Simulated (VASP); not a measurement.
# CsCl (Pm-3m) in VASP: settings compared

CsCl is run at these levels: LDA, r2SCAN, PBE, HSE06, r2SCANh; tasks: relaxation of cell and atoms, single point.

Program: VASP 6.6.1. These are calculated values, not measurements. Logs are shortened: lines on timing, memory, paths and dates and some standing lists are left out, and cuts for length are marked.

## Step 1: The cell of the first run

It takes space group Pm-3m (No. 221, cubic). The conventional cell has a = 4.203 Å, b = 4.203 Å, c = 4.203 Å, α = 90.00°, β = 90.00°, γ = 90.00°. Within 4.8 Å of Cs (site symmetry m-3m) lie 8 Cl at 3.64 Å and 6 Cs at 4.20 Å. Within 4.8 Å of Cl (site symmetry m-3m) lie 8 Cs at 3.64 Å and 6 Cl at 4.20 Å.

## Step 2: Relaxation of cell and atoms, LDA

File INCAR:

```
PREC = Accurate
ENCUT = 500
EDIFF = 1E-7
ISMEAR = -1
SIGMA = 0.02
LREAL = F
LASPH = T
NELM = 120
ALGO = Normal
ISIF = 3
LWAVE = F
LCHARG = F
IBRION = 2
NSW = 80
EDIFFG = -0.005
GGA_COMPAT = F
NELMIN = 4
```

File KPOINTS:

```
regular mesh
0
Gamma
  6 6 6
```

File POSCAR:

```
CsCl
1.0
    4.2029291410      0.0000000000      0.0000000000
    0.0000000000      4.2029291410      0.0000000000
    0.0000000000      0.0000000000      4.2029291410
Cs Cl
1 1
Direct
    0.0000000000      0.0000000000      0.0000000000
    0.5000000000      0.5000000000      0.5000000000
```

Potentials or basis: VASP PAW LDA potentials, release 64 (Cs_sv, Cl).

Command:

```bash
cat potpaw_LDA.64/Cs_sv/POTCAR potpaw_LDA.64/Cl/POTCAR > POTCAR
mpirun -np 1 vasp_std > vasp.out
```

OUTCAR:

```text
PREC = Accurate
   ENCUT = 500
   EDIFF = 1E-7
   ISMEAR = -1
   LREAL = F
   LASPH = T
   NELM = 120
   ISIF = 3
   IBRION = 2
   NSW = 80
   EDIFFG = -0.005
   NELMIN = 4

 ion  position               nearest neighbor table
   1  0.000  0.000  0.000-
   2  0.500  0.500  0.500-

  LATTYP: Found a simple cubic cell.
 ALAT       =     4.2029291410

  Lattice vectors:

 A1 = (   4.2029291410,   0.0000000000,   0.0000000000)
 A2 = (   0.0000000000,   4.2029291410,   0.0000000000)
 A3 = (   0.0000000000,   0.0000000000,   4.2029291410)

Analysis of symmetry for initial positions (statically):
=====================================================================
 Subroutine PRICEL returns:
 Original cell was already a primitive cell.

 Routine SETGRP: Setting up the symmetry group for a
 simple cubic supercell.

 Subroutine GETGRP returns: Found 48 space group operations
 (whereof 48 operations were pure point group operations)
 out of a pool of 48 trial point group operations.

The static configuration has the point symmetry O_h .

Analysis of symmetry for dynamics (positions and initial velocities):
=====================================================================
 Subroutine PRICEL returns:
 Original cell was already a primitive cell.

 Routine SETGRP: Setting up the symmetry group for a
 simple cubic supercell.

 Subroutine GETGRP returns: Found 48 space group operations
 (whereof 48 operations were pure point group operations)
 out of a pool of 48 trial point group operations.

The dynamic configuration has the point symmetry O_h .

 Subroutine INISYM returns: Found 48 space group operations
 (whereof 48 operations are pure point group operations),
 and found     1 'primitive' translations

----------------------------------------------------------------------------------------

                                     Primitive cell

  volume of cell :      74.2431

  direct lattice vectors                    reciprocal lattice vectors
     4.202929141  0.000000000  0.000000000     0.237929303  0.000000000  0.000000000
     0.000000000  4.202929141  0.000000000     0.000000000  0.237929303  0.000000000
     0.000000000  0.000000000  4.202929141     0.000000000  0.000000000  0.237929303

  length of vectors
     4.202929141  4.202929141  4.202929141     0.237929303  0.237929303  0.237929303

  position of ions in fractional coordinates (direct lattice)
     0.000000000  0.000000000  0.000000000
     0.500000000  0.500000000  0.500000000

  ion indices of the primitive-cell ions
   primitive index   ion index
                 1           1
                 2           2

----------------------------------------------------------------------------------------

 KPOINTS: regular mesh

Automatic generation of k-mesh.
 Grid dimensions read from file:
 generate k-points for:    6    6    6

 Generating k-lattice:

  Cartesian coordinates                     Fractional coordinates (reciprocal lattice)
     0.039654884  0.000000000  0.000000000     0.166666667  0.000000000  0.000000000
     0.000000000  0.039654884  0.000000000     0.000000000  0.166666667  0.000000000
     0.000000000  0.000000000  0.039654884     0.000000000  0.000000000  0.166666667

  Length of vectors
     0.039654884  0.039654884  0.039654884

  Shift w.r.t. Gamma in fractional coordinates (k-lattice)
     0.000000000  0.000000000  0.000000000

 Subroutine IBZKPT returns following result:
 ===========================================

 Found     20 irreducible k-points:

 Following reciprocal coordinates:
            Coordinates               Weight
  0.000000  0.000000  0.000000      1.000000
  0.166667  0.000000  0.000000      6.000000
  0.333333  0.000000  0.000000      6.000000
  0.500000  0.000000  0.000000      3.000000
  0.166667  0.166667  0.000000     12.000000
  0.333333  0.166667  0.000000     24.000000
[... 12 lines left out ...]
  0.500000  0.500000  0.333333      6.000000
  0.500000  0.500000  0.500000      1.000000
   k-points           NKPTS =     20   k-points in BZ     NKDIM =     20   number of bands    NBANDS=     12
   number of dos      NEDOS =    301   number of ions     NIONS =      2
   total plane-waves  NPLWV =  32768
   dimension x,y,z NGX =    32 NGY =   32 NGZ =   32
   dimension x,y,z NGXF=    64 NGYF=   64 NGZF=   64
   ions per type =               1   1
   NGX,Y,Z   is equivalent  to a cutoff of  12.66, 12.66, 12.66 a.u.
   NGXF,Y,Z  is equivalent  to a cutoff of  25.32, 25.32, 25.32 a.u.
 SYSTEM =  unknown system
   PREC   = accura    normal or accurate (medium, high low for compatibility)
   ISTART =      0    job   : 0-new  1-cont  2-samecut
   ICHARG =      2    charge: 1-file 2-atom 10-const
   ISPIN  =      1    spin polarized calculation?
   LNONCOLLINEAR =      F non collinear calculations
   LSORBIT =      F    spin-orbit coupling
   LASPH  =      T    aspherical Exc in radial PAW
   ENCUT  =  500.0 eV  36.75 Ry    6.06 a.u.   7.66  7.66  7.66*2*pi/ulx,y,z
   NELM   =    120;   NELMIN=  4; NELMDL= -5     # of ELM steps
   EDIFF  = 0.1E-06   stopping-criterion for ELM
   LREAL  =      F    real-space projection
   EDIFFG = -.5E-02   stopping-criterion for IOM
   NSW    =     80    number of steps for IOM
   IBRION =      2    ionic relax: 0-MD 1-quasi-New 2-CG
   NFREE  =      1    steps in history (QN), initial steepest desc. (CG)
   ISIF   =      3    stress and relaxation
   ISYM   =      2    0-nonsym 1-usesym 2-fastsym
   POTIM  = 0.5000    time-step for ionic-motion
   TEBEG  =    0.0;   TEEND  =   0.0 temperature during run
   PSTRESS=    0.0 pullay stress
   NELECT =      16.0000    total number of electrons
   NUPDOWN=      -1.0000    fix difference up-down
   EMIN   =  10.00;   EMAX   =-10.00  energy-range for DOS
   EFERMI =   0.00;   METHOD = LEGACY
   ISMEAR =    -1;   SIGMA  =   0.02  broadening in eV -4-tet -1-fermi 0-gaus
   EFERMI_NEDOS =   21; number of points for ismear=-14 and -15
   IALGO  =     38    algorithm
   IMIX   =      4    mixing-type and parameters
     AMIX     =   0.40;   BMIX     =  1.00
     AMIX_MAG =   1.60;   BMIX_MAG =  1.00
  volume/ion in A,a.u.               =      37.12       250.51
  Fermi-wavevector in a.u.,A,eV,Ry     =   0.981513  1.854791 13.107416  0.963368
  Thomas-Fermi vector in A             =   2.112525
   LORBIT       =      0    0 simple, 1 ext, 2 COOP (PROOUT), +10 PAW based schemes
   GGA     = CA    functional components
   LHFCALC =     F    Hartree Fock is set to
   AEXX    =    0.0000 exact exchange contribution
   IVDW    =     0    specifies the selected vdW correction
   LEPSILON=     F    determine dielectric tensor
   LRPA    =     F    only Hartree local field effects (RPA)
 conjugate gradient relaxation of ions
 non-spin polarized calculation
  energy-cutoff  :      500.00
  volume of cell :       74.24
 maximum number of plane-waves:      1924
 NGX is ok and might be reduce to    32
   NGX = 15   NGY = 15   NGZ = 15

--------------------------------------- Ionic step        1  -------------------------------------------

 number of electron      15.9999994 magnetization

 Free energy of the ion-electron system (eV)
  ---------------------------------------------------
  ext. energy  EPLUGINS =         0.00000000
  ---------------------------------------------------
  free energy    TOTEN  =        -7.19786569 eV

  energy without entropy =       -7.19786569  energy(sigma->0) =       -7.19786569

 E-fermi :  -0.2815     XC(G=0):  -8.3770

 val. band max:       -0.7782190243   @ k =   0.0000   0.0000   0.0000
 cond. band min:       3.8225423987   @ k =   0.0000   0.0000   0.0000
 fundamental gap:      4.6007614230
 Fermi energy:        -0.2815196039

 k-point     1 :       0.0000    0.0000    0.0000
  band No.  band energies     occupation
      1     -20.1867      2.00000
      2     -12.7863      2.00000
      3      -6.7046      2.00000
      4      -6.7046      2.00000
      5      -6.7046      2.00000
      6      -0.7782      2.00000
      7      -0.7782      2.00000
      8      -0.7782      2.00000
      9       3.8225      0.00000
     10       4.3903      0.00000
     11       4.3903      0.00000
     12       8.9439      0.00000
[... 384 lines left out ...]
  FREE ENERGIE OF THE ION-ELECTRON SYSTEM (eV)
  ---------------------------------------------------
  free  energy   TOTEN  =        -7.3114401623 eV

  energy  without entropy=       -7.3114401623  energy(sigma->0) =       -7.31144016

[... ionic steps 4 to 14 ...]

--------------------------------------- Ionic step       15  -------------------------------------------

 number of electron      15.9999995 magnetization

------------------------ aborting loop because EDIFF is reached ----------------------------------------

  FORCE on cell =-STRESS in cart. coord.  units (eV):
  Direction    XX          YY          ZZ          XY          YZ          ZX
  --------------------------------------------------------------------------------------
  -------------------------------------------------------------------------------------
  Total       -0.0164781     -0.0164781     -0.0164781      0.0000000     -0.0000000     -0.0000000
  in kB       -0.4192106     -0.4192106     -0.4192106      0.0000000     -0.0000000     -0.0000000
  external PRESSURE =      -0.4192106 kB  Pullay stress =       0.0000000 kB
[... 57 lines left out ...]
  energy  without entropy=       -7.3117263098  energy(sigma->0) =       -7.31172631

--------------------------------------- Ionic step       17  -------------------------------------------

 number of electron      15.9999995 magnetization

 Free energy of the ion-electron system (eV)
  ---------------------------------------------------
  ext. energy  EPLUGINS =         0.00000000
  ---------------------------------------------------
  free energy    TOTEN  =        -7.31173253 eV

  energy without entropy =       -7.31173253  energy(sigma->0) =       -7.31173253

 E-fermi :   0.6300     XC(G=0):  -9.0951

 val. band max:        0.1741553491   @ k =   0.0000   0.0000   0.0000
 cond. band min:       5.1498792464   @ k =   0.0000   0.0000   0.0000
 fundamental gap:      4.9757238973
 Fermi energy:         0.6300156333

 k-point     1 :       0.0000    0.0000    0.0000
  band No.  band energies     occupation
      1     -19.0788      2.00000
      2     -12.0816      2.00000
      3      -5.4760      2.00000
      4      -5.4760      2.00000
      5      -5.4760      2.00000
      6       0.1742      2.00000
      7       0.1742      2.00000
      8       0.1742      2.00000
      9       5.1499      0.00000
     10       5.1499      0.00000
     11       5.5604      0.00000
     12      10.4682      0.00000
[... 312 lines left out ...]
  FREE ENERGIE OF THE ION-ELECTRON SYSTEM (eV)
  ---------------------------------------------------
  free  energy   TOTEN  =        -7.3117325343 eV

  energy  without entropy=       -7.3117325343  energy(sigma->0) =       -7.31173253

 reached required accuracy - stopping structural energy minimisation
```

Wall time 92 s (1 thread of Intel Xeon 8259CL, shared host); peak memory 0.17 GiB.

What came out:

```yaml
Free_energy: -7.3117 eV
Relaxed_volume: 31.44 Å³/atom
Relaxed_cell: a = 3.977 Å, b = 3.977 Å, c = 3.977 Å, α = 90.00°, β = 90.00°, γ = 90.00°
Space_group_after_relaxing_to_0.1_Å: Pm-3m (No. 221)
Energy_gained_by_relaxing: 56.9 meV/atom
Ionic_steps: 17
Pressure_after_relaxing: 0.0 GPa
Band_gap_on_the_k_mesh: 4.98 eV
```

Step by step:
| step | energy change (eV) | largest force (eV/Å) | pressure (GPa) | volume (Å³) |
| --- | --- | --- | --- | --- |
| 1 | 0.0000 | 0.0000 | -2.70 | 74.24 |
| 2 | -0.0888 | 0.0000 | -1.54 | 67.73 |
| 3 | -0.1136 | 0.0000 | -0.19 | 63.37 |
| 4 | -0.1139 | 0.0000 | 0.03 | 62.80 |
| 5 | -0.1138 | 0.0000 | -0.06 | 63.02 |
| 6 | -0.1138 | 0.0000 | -0.06 | 63.01 |
| 7 | -0.1138 | 0.0000 | -0.05 | 63.01 |
| 8 | -0.1138 | 0.0000 | -0.05 | 63.01 |
| 9 | -0.1138 | 0.0000 | -0.05 | 63.01 |
| 10 | -0.1138 | 0.0000 | -0.05 | 63.01 |
| 11 | -0.1138 | 0.0000 | -0.05 | 63.01 |
| 12 | -0.1138 | 0.0000 | -0.05 | 63.00 |
| 13 | -0.1138 | 0.0000 | -0.05 | 63.00 |
| 14 | -0.1139 | 0.0000 | -0.05 | 62.99 |
| 15 | -0.1139 | 0.0000 | -0.04 | 62.98 |
| 16 | -0.1139 | 0.0000 | -0.03 | 62.95 |
| 17 | -0.1139 | 0.0000 | 0.00 | 62.89 |

Final structure:
```
Cs Cl
1.0
     3.97671    0.00000    0.00000
     0.00000    3.97671    0.00000
     0.00000    0.00000    3.97671
Cs Cl
1 1
Direct
  0.00000 0.00000 0.00000
  0.50000 0.50000 0.50000
```

Levels at points of the mesh, in eV from the valence-band top:
| k point | band 4 | band 5 | band 6 | band 7 | band 8 | band 9 | band 10 | band 11 | band 12 |
| --- | --- | --- | --- | --- | --- | --- | --- | --- | --- |
| (0.00, 0.00, 0.00) | -5.65 | -5.65 | 0.00 | 0.00 | 0.00 | 4.98 | 4.98 | 5.39 | 10.29 |
| (0.50, 0.00, 0.00) | -5.42 | -5.42 | -1.50 | -0.38 | -0.38 | 6.18 | 7.89 | 8.92 | 9.29 |
| (0.50, 0.50, 0.00) | -6.73 | -5.29 | -0.46 | -0.46 | -0.14 | 5.73 | 5.83 | 7.89 | 7.89 |
| (0.50, 0.50, 0.50) | -6.36 | -6.36 | -1.48 | -1.48 | -1.48 | 8.81 | 8.81 | 8.81 | 10.88 |

Caveat: the volume moved by over 15 % at a fixed basis, so the end points are rough; spin-orbit coupling is left out, which moves the levels of the heavy elements. A k mesh can miss the band edges.

## Step 3: Relaxation of cell and atoms, r2SCAN

POSCAR is that of step 2.

File INCAR.step1:

```
PREC = Accurate ; ENCUT = 550
ISMEAR = -1 ; SIGMA = 0.02
LREAL = False ; LASPH = True
NELM = 120 ; GGA = PE
ALGO = Normal ; EDIFF = 1E-5
LWAVE = True ; LCHARG = False
GGA_COMPAT = False ; IBRION = 2
ISIF = 3 ; EDIFFG = -0.005
NELMIN = 4 ; NSW = 100
```

File INCAR.step2:

```
PREC = Accurate ; ENCUT = 550
EDIFF = 1E-7 ; ISMEAR = -1
SIGMA = 0.02 ; LREAL = False
LASPH = True ; NELM = 120
ALGO = Normal ; ISIF = 3
LWAVE = False ; LCHARG = False
METAGGA = R2SCAN ; LMIXTAU = True
IBRION = 2 ; NSW = 80
EDIFFG = -0.005 ; ISTART = 1
GGA_COMPAT = False ; NELMIN = 4
```

KPOINTS is that of step 2.

Potentials or basis: VASP PAW PBE potentials, release 64 (Cs_sv, Cl).

Command:

```bash
cat potpaw_PBE.64/Cs_sv/POTCAR potpaw_PBE.64/Cl/POTCAR > POTCAR
cp INCAR.step1 INCAR
mpirun -np 1 vasp_std > vasp.out
cp INCAR.step2 INCAR
mpirun -np 1 vasp_std > vasp.out
```

Run time: 3.2 min. Hardware: 1 thread of Intel Xeon 8259CL, shared host; peak memory 0.2 GiB.

It converged, with:

```yaml
Free_energy: -35.5257 eV
Relaxed_volume: 35.62 Å³/atom
Relaxed_cell: a = 4.145 Å, b = 4.145 Å, c = 4.145 Å, α = 90.00°, β = 90.00°, γ = 90.00°
Space_group_after_relaxing_to_0.1_Å: Pm-3m (No. 221)
Energy_gained_by_relaxing: 3.5 meV/atom
Ionic_steps: 3
Pressure_after_relaxing: 0.0 GPa
Band_gap_on_the_k_mesh: 5.91 eV
```

The path:
```tsv
step	energy change (eV)	largest force (eV/Å)	pressure (GPa)	volume (Å³)
1	0.0000	0.0000	-0.70	74.24
2	-0.0057	0.0000	-0.33	72.51
3	-0.0071	0.0000	-0.02	71.23
```

Final structure:
```yaml
crystal:
  lattice:
    - [4.14529, 0.00000, 0.00000]
    - [0.00000, 4.14529, 0.00000]
    - [0.00000, 0.00000, 4.14529]
  atoms:
    - { symbol: Cs, position: [0.00000, 0.00000, 0.00000] }
    - { symbol: Cl, position: [0.50000, 0.50000, 0.50000] }
```

Levels at points of the mesh, in eV from the valence-band top:
```
           k point  band 5  band 6  band 7  band 8  band 9  band 10  band 11  band 12
(0.00, 0.00, 0.00)   -6.03    0.00    0.00    0.00    5.91     5.91     5.98    10.69
(0.50, 0.00, 0.00)   -5.89   -1.12   -0.22   -0.22    6.94     8.23     9.55     9.89
(0.50, 0.50, 0.00)   -5.81   -0.43   -0.43   -0.05    6.55     6.64     8.62     8.62
(0.50, 0.50, 0.50)   -6.55   -1.06   -1.06   -1.06    9.11     9.11     9.11    11.22
```

Caveat: the PAW data sets were made with another functional, which shifts forces and pressure a little; spin-orbit coupling is left out, which moves the levels of the heavy elements. A k mesh can miss the band edges.

(Part 1 of 2 ends here.)
